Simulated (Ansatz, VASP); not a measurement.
Two plane-wave programs on LiV

```
Li V
1.0
     4.49643    0.00000    0.00000
    -2.24822    3.89402    0.00000
     0.00000    0.00000    5.22085
Li V
2 2
Direct
  0.33333 0.66667 0.94086
  0.66667 0.33333 0.44086
  0.33333 0.66667 0.44124
  0.66667 0.33333 0.94124
```

Alike in both runs: functional PBE; k mesh 6 × 6 × 4; occupations gaussian, width 0.1 eV; collinear spin.

Ansatz relaxed the structure, and its values are those at the end. VASP's run is a single point on that final structure, the one shown.

|  | VASP | Ansatz |
| --- | --- | --- |
| version | VASP 6.6.1 | Ansatz 0.2.0 |
| potentials or method | VASP PAW PBE potentials, release 64 (Li_sv, V_sv), cutoff 520 eV | scalar-relativistic, plane waves, PAW |
| valence electrons in the cell | 32 | 32 |

VASP gave:

| Property | Result |
| --- | --- |
| gap on the k mesh at the Fermi level (eV) | none |
| rms of the force components (eV/Å) | 0.005 |
| net moment per atom (μB) | 2.03 |
| size of the moment on the site where the two differ most (μB) | 3.00 |

Question: Estimate Ansatz's values.

Answer: gap on the k mesh at the Fermi level (eV): none; rms of the force components (eV/Å): 0.004; net moment per atom (μB): 2.03; size of the moment on the site where the two differ most (μB): 2.84.

Site moments also hang on the region over which each program counts them. A gap of «none» marks a metal or a gap that the smearing closes.

Noted on VASP's run: the cutoff is under 1.25 times that of the potentials, so the pressure is a little rough.
